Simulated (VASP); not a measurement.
GaN:

```xyz
4
Lattice="3.1800 0.0000 0.0000 -1.5900 2.7540 0.0000 0.0000 0.0000 5.0110" Properties=species:S:1:pos:R:3 pbc="T T T"
Ga    0.0000    1.8360    0.0197
Ga    1.5900    0.9180    2.5253
N     0.0000    1.8360    1.9095
N     1.5900    0.9180    4.4150
```

This cell differs from its parent crystal: z stretched by -3 %.

- Program: VASP 6.6.1
- Task: relaxation of the atoms
- Functional: PBE
- Potentials or basis: VASP PAW PBE potentials, release 64 (Ga_d, N)
- Cutoff: 520 eV
- k mesh: 11 × 11 × 6
- Occupations: fermi-dirac, width 0.02 eV
- Spin: no spin polarisation

At the start: pressure 14.2 GPa; volume 10.97 Å³/atom.

Question: How do energy, volume and symmetry change on relaxing?

Answer: Over 3 steps the energy falls by 3.3 meV/atom at a fixed cell; space group P6_3mc (No. 186, to 0.1 Å) before and after.

Step by step:
| step | energy change (eV) | largest force (eV/Å) | pressure (GPa) |
| --- | --- | --- | --- |
| 1 | 0.0000 | 0.4407 | 14.18 |
| 2 | -0.0115 | 0.1467 | 13.81 |
| 3 | -0.0133 | 0.0002 | 13.86 |

Final structure:
```cif
data_structure
_symmetry_space_group_name_H-M 'P 1'
_symmetry_Int_Tables_number 1
_cell_length_a 3.1800
_cell_length_b 3.1800
_cell_length_c 5.0110
_cell_angle_alpha 90.000
_cell_angle_beta 90.000
_cell_angle_gamma 120.000
_cell_volume 43.88
loop_
_atom_site_label
_atom_site_type_symbol
_atom_site_fract_x
_atom_site_fract_y
_atom_site_fract_z
_atom_site_occupancy
Ga1 Ga 0.33333 0.66667 0.00086 1
Ga2 Ga 0.66667 0.33333 0.50086 1
N1 N 0.33333 0.66667 0.38414 1
N2 N 0.66667 0.33333 0.88414 1
```

Caveat: the cell differs from its parent crystal (z stretched by -3 %).
